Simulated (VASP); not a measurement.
TiO2:

```xyz
6
Lattice="4.6399 0.0000 0.0000 0.0000 4.6399 0.0000 0.0000 0.0000 3.0067" Properties=species:S:1:pos:R:3 pbc="T T T"
Ti    0.0000    0.0000    0.0000
Ti    2.3200    2.3200    1.5034
O     1.4183    1.4183    0.0000
O     0.9017    3.7383    1.5034
O     3.2216    3.2216    0.0000
O     3.7383    0.9017    1.5034
```

- Program: VASP 6.6.1
- Task: relaxation of cell and atoms
- Functional: PBE
- Potentials or basis: VASP PAW PBE potentials, release 64 (Ti_sv, O)
- Cutoff: 600 eV
- k mesh: 6 × 6 × 10
- Occupations: gaussian, width 0.02 eV
- Spin: no spin polarisation
- Hubbard terms: Ti d U = 4.0 eV

At the start: pressure 3.8 GPa; volume 10.79 Å³/atom.

Task: How do energy, volume and symmetry change on relaxing?

Result: Over 6 steps the energy falls by 2.2 meV/atom and the volume is 10.96 Å³/atom (+1.6 %); space group P4_2/mnm (No. 136, to 0.05 Å).

Step by step:
```tsv
step	energy change (eV)	largest force (eV/Å)	pressure (GPa)	volume (Å³)
1	0.0000	0.1496	3.77	64.73
2	0.0087	0.1536	-4.56	67.14
3	-0.0129	0.0098	-0.01	65.77
4	-0.0129	0.0124	0.06	65.74
5	-0.0131	0.0037	0.06	65.76
6	-0.0132	0.0002	0.06	65.77
```

Final structure:
```
Ti O
1.0
     4.66714    0.00000    0.00000
     0.00000    4.66714    0.00000
     0.00000    0.00000    3.01924
Ti O
2 4
Direct
  0.00000 0.00000 0.00000
  0.50000 0.50000 0.50000
  0.30510 0.30510 0.00000
  0.19490 0.80510 0.50000
  0.69490 0.69490 0.00000
  0.80510 0.19490 0.50000
```
